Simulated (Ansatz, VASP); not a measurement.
# Al: VASP beside Ansatz

INCAR

```
PREC = Accurate
ENCUT = 520
EDIFF = 1E-7
ISMEAR = -1
SIGMA = 0.1
LREAL = F
LASPH = T
NELM = 80
ALGO = Normal
ISIF = 2
LWAVE = F
LCHARG = F
GGA = PS
NBANDS = 8
```

File KPOINTS:

```
Automatic mesh
0
Gamma
  13 13 13
```

POSCAR

```
Al
1.0
    2.7365009732      0.0000000000      0.0000000000
    0.0000000000      2.7365009732      0.0000000000
    0.0000000000      0.0000000000      2.7365009732
Al
1
Direct
    0.0000000000      0.0000000000      0.0000000000
```

Input for Ansatz:

```yaml
crystal:
  lattice:
    - [2.7365009732, 0.0, 0.0]
    - [0.0, 2.7365009732, 0.0]
    - [0.0, 0.0, 2.7365009732]
  atoms:
    - { symbol: Al, position: [0.0, 0.0, 0.0] }
hamiltonian:
  xc: pbesol
  pseudopotentials:
    kind: paw
    azcp:
      Al: "pseudopotentials/Al.paw.azcp"
basis:
  ecutwfc: 420
  fft_grid_basis: typed
kpoints:
  mp_grid: { grid: [13, 13, 13], shift: [0, 0, 0] }
magnetization:
  spin_polarized: false
scf:
  occupations: { method: fermi_dirac, width: 0.1 }
  lower_state_search: "off"
output:
  stress: true
```

Alike in both runs: task single point; functional PBEsol; k mesh 13 × 13 × 13; occupations fermi-dirac, width 0.1 eV; no spin polarisation.

|  | VASP | Ansatz |
| --- | --- | --- |
| version | VASP 6.6.1 | Ansatz 0.2.0 |
| potentials or method | VASP PAW PBE potentials, release 64 (Al), cutoff 520 eV | plane waves (420 eV) with PAW, scalar-relativistic |
| valence electrons in the cell | 3 | 3 |

```tsv
	VASP	Ansatz	Ansatz less VASP
pressure (GPa)	-2.1	-2.2	-0.06
```

VASP's potentials were made for PBE, not for PBEsol, and Ansatz warns of the same on its side.
